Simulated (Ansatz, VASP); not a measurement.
Lu in VASP and in Ansatz

```xyz
2
Lattice="3.5059 0.0000 0.0000 -1.7530 3.0362 0.0000 0.0000 0.0000 5.5027" Properties=species:S:1:pos:R:3 pbc="T T T"
Lu    0.0000    2.0242    1.3757
Lu    1.7530    1.0121    4.1270
```

Alike in both runs: functional PBE; k mesh 15 × 15 × 8; occupations fermi-dirac, width 0.15 eV; no spin polarisation.

Ansatz relaxed the structure, and its values are those at the end. VASP's run is a single point on that final structure, the one shown.

```csv
,VASP,Ansatz
version,VASP 6.6.1,Ansatz 0.2.0
potentials or method,"VASP PAW PBE potentials, release 64 (Lu), cutoff 520 eV","scalar-relativistic, plane waves, PAW"
valence electrons in the cell,50,50
```

```csv
,VASP,Ansatz,Ansatz less VASP
gap on the k mesh at the Fermi level (eV),none,none,-
pressure (GPa),0.0,0.0,+0.02
```

A gap of «none» marks a metal or a gap that the smearing closes.

Spin-orbit coupling is off throughout.
